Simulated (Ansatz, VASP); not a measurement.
## AlN: VASP beside Ansatz

Contents of INCAR:

```
SYSTEM = AlN
  ALGO = Normal
  EDIFF = 1E-7
  ENCUT = 520
  ISIF = 2
  ISMEAR = 0
  LASPH = .TRUE.
  LCHARG = .FALSE.
  LREAL = .FALSE.
  LWAVE = .FALSE.
  NBANDS = 11
  NELM = 100
  PREC = Accurate
  SIGMA = 0.05
```

KPOINTS

```
k-points
0
G
  10 10 10
  0 0 0
```

The input POSCAR:

```
AlN
1.0
    0.0000000000      2.3055703484      1.9597347961
    2.3055703484      0.0000000000      1.9597347961
    2.3055703484      2.3055703484      0.0000000000
Al N
1 1
Direct
    0.0000000000      0.0000000000      0.0000000000
    0.7500000000      0.7500000000      0.7500000000
```

Input for Ansatz:

```yaml
crystal:
  lattice:
    - [0.0, 2.3055703484, 1.9597347961]
    - [2.3055703484, 0.0, 1.9597347961]
    - [2.3055703484, 2.3055703484, 0.0]
  atoms:
    - { symbol: Al, position: [0.0, 0.0, 0.0] }
    - { symbol: "N", position: [0.75, 0.75, 0.75] }
basis:
  ecutwfc: 420
kpoints:
  mp_grid: { grid: [10, 10, 10] }
hamiltonian:
  xc: lda
scf:
  occupations: { method: gaussian, width: 0.05 }
output:
  forces: true
  stress: true
  eigenvalues: true
  write_density: true
  write_potential: true
  elf: true
  volumetric_format: npy
```

Alike in both runs: task single point; functional LDA; k mesh 10 × 10 × 10; occupations gaussian, width 0.05 eV; no spin polarisation.

|  | VASP | Ansatz |
| --- | --- | --- |
| version | VASP 6.6.1 | Ansatz 0.2.0 |
| potentials or method | VASP PAW LDA potentials, release 64 (Al, N), cutoff 520 eV | scalar-relativistic, plane waves, PAW |
| valence electrons in the cell | 8 | 8 |

```tsv
	VASP	Ansatz	Ansatz less VASP
gap on the k mesh at the Fermi level (eV)	2.62	2.65	+0.025
least direct gap on the mesh (eV)	3.78	3.78	-0.005
pressure (GPa)	-5.4	-5.9	-0.55
traceless stress, the component that is largest in VASP (GPa)	8.96	9.04	+0.089
```

LDA's correlation is that of Perdew and Zunger in VASP and of Perdew and Wang (1992) in Ansatz.
